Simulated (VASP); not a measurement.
Here is a VASP 6.6.1 calculation.

File INCAR:

```
SYSTEM = MnHg
PREC = Accurate
ENCUT = 520
EDIFF = 1E-7
ISMEAR = -1
SIGMA = 0.1
LREAL = .False.
LASPH = .True.
NELM = 150
ALGO = Normal
ISIF = 2
LWAVE = .False.
LCHARG = .False.
ISPIN = 2
MAGMOM = 0 1.52
LORBIT = 11
NUPDOWN = 1.52
LMAXMIX = 4
GGA = PE
NBANDS = 24
```

KPOINTS

```
Automatic mesh
0
Gamma
  9 9 9
  0 0 0
```

File POSCAR:

```
MnHg
1.0
    3.2880000000      0.0000000000      0.0000000000
    0.0000000000      3.2880000000      0.0000000000
    0.0000000000      0.0000000000      3.3130000000
Hg Mn
1 1
Direct
    0.0000000000      0.0000000000      0.0000000000
    0.5000000000      0.5000000000      0.5000000000
```

Potentials or basis: VASP PAW PBE potentials, release 64 (Hg, Mn_pv).

Command:

```console
$ cat potpaw_PBE.64/Hg/POTCAR potpaw_PBE.64/Mn_pv/POTCAR > POTCAR
$ mpirun -np 1 vasp_std > vasp.out
```

Q: Estimate the pressure.

A: -9.7 GPa.

Stress tensor (GPa, compression positive):
```
-9.79  0.00  0.00
 0.00 -9.79  0.00
 0.00  0.00 -9.61
```

Caveat: the cell stands under tension; the total moment is fixed, so each spin has its own Fermi level and the state may be an excited one.
